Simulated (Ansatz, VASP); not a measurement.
Two plane-wave programs on Ba3O2

```
CELL_PARAMETERS angstrom
8.24341 0.00000 0.00000
0.00000 8.24341 0.00000
0.00000 0.00000 4.50787
ATOMIC_POSITIONS crystal
Ba 0.00000 0.00000 0.00000
Ba 0.50000 0.50000 0.00000
Ba 0.16994 0.66994 0.50000
Ba 0.33006 0.16994 0.50000
Ba 0.83006 0.33006 0.50000
Ba 0.66994 0.83006 0.50000
O 0.25848 0.75848 0.00000
O 0.24152 0.25848 0.00000
O 0.74152 0.24152 0.00000
O 0.75848 0.74152 0.00000
```

Alike in both runs: functional PBE; k mesh 2 × 2 × 4; occupations gaussian, width 0.1 eV; no spin polarisation.

Ansatz relaxed the structure, and its values are those at the end. VASP's run is a single point on that final structure, the one shown.

|  | VASP | Ansatz |
| --- | --- | --- |
| version | VASP 6.6.1 | Ansatz 0.2.0 |
| potentials or method | VASP PAW PBE potentials, release 64 (Ba_sv, O), cutoff 520 eV | scalar-relativistic, plane waves, PAW |
| valence electrons in the cell | 84 | 84 |

```csv
,VASP,Ansatz,Ansatz less VASP
gap on the k mesh at the Fermi level (eV),none,none,-
pressure (GPa),1.3,0.1,-1.21
rms of the force components (eV/Å),0.137,0.002,-0.1344
```

A gap of «none» marks a metal or a gap that the smearing closes.

The k mesh is coarse, so the values compare programs but aren't converged. Neither program's run includes spin-orbit coupling.
